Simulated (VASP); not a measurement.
# NaI (I4/mmm) in VASP: notebook

Aim: see how the results for NaI move with the level of theory and the settings. Levels: PBE, r2SCAN. Tasks: single point.

All numbers are computed with VASP 6.6.1; they aren't measurements. Logs are shortened: lines on timing, memory, paths and dates and some standing lists are left out, and cuts for length are marked.

## 1. The cell of the first run

Symmetry: I4/mmm, No. 139, tetragonal system. The conventional cell has a = 4.567 Å, b = 4.567 Å, c = 6.829 Å, α = 90.00°, β = 90.00°, γ = 90.00°. Within 4.2 Å of Na (site symmetry 4/mmm) lie 6 I at 3.23 to 3.41 Å. I (site symmetry 4/mmm) has 6 Na at 3.23 to 3.41 Å within 4.2 Å.

## 2. Single point, PBE (uniaxial z strain +5.7%)

The input, INCAR:

```
SYSTEM = NaI
PREC = Accurate ; ENCUT = 520
EDIFF = 1E-7 ; ISMEAR = -1
SIGMA = 0.02 ; LREAL = .FALSE.
LASPH = .TRUE. ; NELM = 100
ALGO = Normal ; ISIF = 2
LWAVE = .FALSE. ; LCHARG = .FALSE.
GGA = PE ; NBANDS = 14
```

The input, KPOINTS:

```
Automatic mesh
0
G
  8 8 8
  0 0 0
```

The input, POSCAR:

```
NaI
1.0
    0.0000000000      3.2296282834      3.4146859840
    3.2296282834      0.0000000000      3.4146859840
    3.2296282834      3.2296282834      0.0000000000
Na I
1 1
Direct
    0.0000000000      0.0000000000      0.0000000000
    0.5000000000      0.5000000000      0.5000000000
```

Potentials or basis: VASP PAW PBE potentials, release 64 (Na_pv, I).

Started as:

```bash
$ cat potpaw_PBE.64/Na_pv/POTCAR potpaw_PBE.64/I/POTCAR > POTCAR
$ mpirun -np 1 vasp_std > vasp.out
```

OUTCAR:

```text
SYSTEM = NaI
   PREC = Accurate
   ENCUT = 520
   EDIFF = 1E-7
   ISMEAR = -1
   LREAL = .FALSE.
   LASPH = .TRUE.
   NELM = 100
   ISIF = 2
   GGA = PE

 ion  position               nearest neighbor table
   1  0.000  0.000  0.000-
   2  0.500  0.500  0.500-

  LATTYP: Found a body centered tetragonal cell.
 ALAT       =     4.5673841198
 C/A-ratio  =     1.4952479995

  Lattice vectors:

 A1 = (  -3.2296282834,   0.0000000000,   3.4146859840)
 A2 = (   3.2296282834,   0.0000000000,   3.4146859840)
 A3 = (   0.0000000000,   3.2296282834,  -3.4146859840)

Analysis of symmetry for initial positions (statically):
=====================================================================
 Subroutine PRICEL returns:
 Original cell was already a primitive cell.

 Routine SETGRP: Setting up the symmetry group for a
 body centered tetragonal supercell.

 Subroutine GETGRP returns: Found 16 space group operations
 (whereof 16 operations were pure point group operations)
 out of a pool of 16 trial point group operations.

The static configuration has the point symmetry D_4h.

Analysis of symmetry for dynamics (positions and initial velocities):
=====================================================================
 Subroutine PRICEL returns:
 Original cell was already a primitive cell.

 Routine SETGRP: Setting up the symmetry group for a
 body centered tetragonal supercell.

 Subroutine GETGRP returns: Found 16 space group operations
 (whereof 16 operations were pure point group operations)
 out of a pool of 16 trial point group operations.

The dynamic configuration has the point symmetry D_4h.

 Subroutine INISYM returns: Found 16 space group operations
 (whereof 16 operations are pure point group operations),
 and found     1 'primitive' translations

----------------------------------------------------------------------------------------

                                     Primitive cell

  volume of cell :      71.2338

  direct lattice vectors                    reciprocal lattice vectors
     0.000000000  3.229628283  3.414685984    -0.154816578  0.154816578  0.146426349
     3.229628283  0.000000000  3.414685984     0.154816578 -0.154816578  0.146426349
     3.229628283  3.229628283  0.000000000     0.154816578  0.154816578 -0.146426349

  length of vectors
     4.700061619  4.700061619  4.567384120     0.263395181  0.263395181  0.263395181

  position of ions in fractional coordinates (direct lattice)
     0.000000000  0.000000000  0.000000000
     0.500000000  0.500000000  0.500000000

  ion indices of the primitive-cell ions
   primitive index   ion index
                 1           1
                 2           2

----------------------------------------------------------------------------------------

 KPOINTS: Automatic mesh

Automatic generation of k-mesh.
 Grid dimensions read from file:
 generate k-points for:    8    8    8

 Generating k-lattice:

  Cartesian coordinates                     Fractional coordinates (reciprocal lattice)
    -0.019352072  0.019352072  0.018303294     0.125000000 -0.000000000  0.000000000
     0.019352072 -0.019352072  0.018303294    -0.000000000  0.125000000  0.000000000
     0.019352072  0.019352072 -0.018303294     0.000000000  0.000000000  0.125000000

  Length of vectors
     0.032924398  0.032924398  0.032924398

  Shift w.r.t. Gamma in fractional coordinates (k-lattice)
     0.000000000  0.000000000  0.000000000

 Subroutine IBZKPT returns following result:
 ===========================================

 Found     59 irreducible k-points:

 Following reciprocal coordinates:
            Coordinates               Weight
  0.000000  0.000000  0.000000      1.000000
  0.125000  0.000000  0.000000      8.000000
  0.250000  0.000000  0.000000      8.000000
  0.375000  0.000000  0.000000      8.000000
  0.500000  0.000000  0.000000      4.000000
  0.125000  0.125000  0.000000      2.000000
[... 16 lines left out ...]
  0.250000  0.000000  0.125000     16.000000
  0.375000  0.000000  0.125000     16.000000
 [... further k-points ...]
   k-points           NKPTS =     59   k-points in BZ     NKDIM =     59   number of bands    NBANDS=     14
   number of dos      NEDOS =    301   number of ions     NIONS =      2
   total plane-waves  NPLWV =  46656
   dimension x,y,z NGX =    36 NGY =   36 NGZ =   36
   dimension x,y,z NGXF=    72 NGYF=   72 NGZF=   72
   ions per type =               1   1
   NGX,Y,Z   is equivalent  to a cutoff of  12.73, 12.73, 13.10 a.u.
   NGXF,Y,Z  is equivalent  to a cutoff of  25.47, 25.47, 26.21 a.u.
 SYSTEM =  NaI
   PREC   = accura    normal or accurate (medium, high low for compatibility)
   ISTART =      0    job   : 0-new  1-cont  2-samecut
   ICHARG =      2    charge: 1-file 2-atom 10-const
   ISPIN  =      1    spin polarized calculation?
   LNONCOLLINEAR =      F non collinear calculations
   LSORBIT =      F    spin-orbit coupling
   LASPH  =      T    aspherical Exc in radial PAW
   ENCUT  =  520.0 eV  38.22 Ry    6.18 a.u.   8.74  8.74  8.49*2*pi/ulx,y,z
   NELM   =    100;   NELMIN=  2; NELMDL= -5     # of ELM steps
   EDIFF  = 0.1E-06   stopping-criterion for ELM
   LREAL  =      F    real-space projection
   EDIFFG = 0.1E-05   stopping-criterion for IOM
   NSW    =      0    number of steps for IOM
   IBRION =     -1    ionic relax: 0-MD 1-quasi-New 2-CG
   NFREE  =      0    steps in history (QN), initial steepest desc. (CG)
   ISIF   =      2    stress and relaxation
   ISYM   =      2    0-nonsym 1-usesym 2-fastsym
   POTIM  = 0.5000    time-step for ionic-motion
   TEBEG  =    0.0;   TEEND  =   0.0 temperature during run
   PSTRESS=    0.0 pullay stress
   NELECT =      14.0000    total number of electrons
   NUPDOWN=      -1.0000    fix difference up-down
   EMIN   =  10.00;   EMAX   =-10.00  energy-range for DOS
   EFERMI =   0.00;   METHOD = LEGACY
   ISMEAR =    -1;   SIGMA  =   0.02  broadening in eV -4-tet -1-fermi 0-gaus
   EFERMI_NEDOS =   21; number of points for ismear=-14 and -15
   IALGO  =     38    algorithm
   IMIX   =      4    mixing-type and parameters
     AMIX     =   0.40;   BMIX     =  1.00
     AMIX_MAG =   1.60;   BMIX_MAG =  1.00
  volume/ion in A,a.u.               =      35.62       240.35
  Fermi-wavevector in a.u.,A,eV,Ry     =   0.951822  1.798682 12.326394  0.905964
  Thomas-Fermi vector in A             =   2.080327
   LORBIT       =      0    0 simple, 1 ext, 2 COOP (PROOUT), +10 PAW based schemes
   GGA     = PE    functional components
   LHFCALC =     F    Hartree Fock is set to
   AEXX    =    0.0000 exact exchange contribution
   IVDW    =     0    specifies the selected vdW correction
   LEPSILON=     F    determine dielectric tensor
   LRPA    =     F    only Hartree local field effects (RPA)
 non-spin polarized calculation
  energy-cutoff  :      520.00
  volume of cell :       71.23
 maximum number of plane-waves:      1934
   NGX = 17   NGY = 17   NGZ = 17

 number of electron      13.9999997 magnetization

 Free energy of the ion-electron system (eV)
  ---------------------------------------------------
  ext. energy  EPLUGINS =         0.00000000
  ---------------------------------------------------
  free energy    TOTEN  =        -5.37792190 eV

  energy without entropy =       -5.37792190  energy(sigma->0) =       -5.37792190

 E-fermi :   0.9456     XC(G=0):  -7.5032

 val. band max:        0.5069885610   @ k =   0.0000   0.0000   0.0000
 cond. band min:       3.9952425024   @ k =   0.0000   0.0000   0.0000
 fundamental gap:      3.4882539415
 Fermi energy:         0.9455863030

 k-point     1 :       0.0000    0.0000    0.0000
  band No.  band energies     occupation
      1     -22.0283      2.00000
      2     -22.0217      2.00000
      3     -22.0217      2.00000
      4     -10.4277      2.00000
      5       0.4518      2.00000
      6       0.4518      2.00000
      7       0.5070      2.00000
      8       3.9952      0.00000
      9       8.1742      0.00000
     10       8.5310      0.00000
     11       8.5310      0.00000
     12       9.8207      0.00000
     13      10.4326      0.00000
     14      10.8868      0.00000

 k-point     2 :       0.1250    0.0000    0.0000
  band No.  band energies     occupation
      1     -22.0285      2.00000
      2     -22.0222      2.00000
      3     -22.0217      2.00000
      4     -10.3903      2.00000
      5       0.0433      2.00000
      6       0.4223      2.00000
      7       0.4421      2.00000
      8       4.4904      0.00000
      9       8.0209      0.00000
     10       8.4134      0.00000
     11       8.6851      0.00000
     12       9.4827      0.00000
     13       9.9308      0.00000
     14      11.2591      0.00000

 k-point     3 :       0.2500    0.0000    0.0000
  band No.  band energies     occupation
      1     -22.0291      2.00000
      2     -22.0233      2.00000
      3     -22.0217      2.00000
      4     -10.2970      2.00000
      5      -0.7225      2.00000
      6       0.3257      2.00000
      7       0.3536      2.00000
      8       5.2783      0.00000
      9       7.8484      0.00000
     10       8.2122      0.00000
     11       8.6168      0.00000
     12       9.8737      0.00000
     13       9.9865      0.00000
     14      10.7752      0.00000
[... 324 lines left out ...]
 k-point    23 :       0.2500    0.0000    0.1250
  band No.  band energies     occupation
      1     -22.0288      2.00000
      2     -22.0233      2.00000
      3     -22.0220      2.00000
      4     -10.2996      2.00000
      5      -0.5566      2.00000
      6       0.2173      2.00000
      7       0.2876      2.00000
      8       5.3921      0.00000
      9       7.4407      0.00000
     10       8.2206      0.00000
     11       8.7554      0.00000
     12       9.3486      0.00000
     13      10.4154      0.00000
     14      11.7411      0.00000

 k-point    24 :       0.3750    0.0000    0.1250
  band No.  band energies     occupation
      1     -22.0294      2.00000
      2     -22.0243      2.00000
      3     -22.0220      2.00000
      4     -10.2037      2.00000
      5      -1.1410      2.00000
      6       0.1378      2.00000
      7       0.1489      2.00000
      8       5.8395      0.00000
      9       7.5343      0.00000
     10       7.9281      0.00000
     11       8.4296      0.00000
     12      10.3102      0.00000
     13      11.4652      0.00000
     14      11.5568      0.00000

 [... further k-points ...]

------------------------ aborting loop because EDIFF is reached ----------------------------------------

  FORCE on cell =-STRESS in cart. coord.  units (eV):
  Direction    XX          YY          ZZ          XY          YZ          ZX
  --------------------------------------------------------------------------------------
  -------------------------------------------------------------------------------------
  Total        0.0426435      0.0426435     -0.3804311      0.0000000      0.0000000     -0.0000000
  in kB        0.9591303      0.9591303     -8.5565899      0.0000000      0.0000000     -0.0000000
  external PRESSURE =      -2.2127764 kB  Pullay stress =       0.0000000 kB

 VOLUME and BASIS-vectors are now :
 -----------------------------------------------------------------------------
  energy-cutoff  :      520.00
  volume of cell :       71.23
      direct lattice vectors                 reciprocal lattice vectors
     0.000000000  3.229628283  3.414685984    -0.154816578  0.154816578  0.146426349
     3.229628283  0.000000000  3.414685984     0.154816578 -0.154816578  0.146426349
     3.229628283  3.229628283  0.000000000     0.154816578  0.154816578 -0.146426349

 POSITION                                       TOTAL-FORCE (eV/Angst)
 -----------------------------------------------------------------------------------
      0.00000      0.00000      0.00000        -0.000000      0.000000      0.000000
      3.22963      3.22963      3.41469         0.000000     -0.000000      0.000000
 -----------------------------------------------------------------------------------
    total drift:                                0.000000      0.000000      0.000000

  FREE ENERGIE OF THE ION-ELECTRON SYSTEM (eV)
  ---------------------------------------------------
  free  energy   TOTEN  =        -5.3779218985 eV

  energy  without entropy=       -5.3779218985  energy(sigma->0) =       -5.37792190
```

Run time: 61 s. Hardware: 1 thread of Intel Xeon Platinum 8488C (Sapphire Rapids), shared host; peak memory 0.23 GiB.

Results:

```yaml
Free_energy: -5.3779 eV
Pressure: -0.2 GPa
Band_gap_on_the_k_mesh: 3.49 eV, direct
```

Stress tensor (GPa, compression positive):
```
 0.10  0.00  0.00
 0.00  0.10  0.00
 0.00  0.00 -0.86
```

Levels at points of the mesh, in eV from the valence-band top:
```csv
k point,band 5,band 6,band 7,band 8,band 9,band 10
"(0.00, 0.00, 0.00)",-0.06,-0.06,0.00,3.49,7.67,8.02
"(0.50, 0.00, 0.00)",-2.05,-0.33,-0.24,5.04,7.19,7.58
"(0.50, 0.50, 0.00)",-1.78,-0.64,-0.64,4.47,5.69,9.25
"(0.50, 0.00, 0.50)",-1.78,-0.86,-0.65,4.42,5.57,9.66
```

Caveat: the cell differs from its parent crystal (uniaxial z strain +5.7%); spin-orbit coupling is left out, which moves the levels of the heavy elements. A k mesh can miss the band edges.

(Continued in part 2 of 2.)
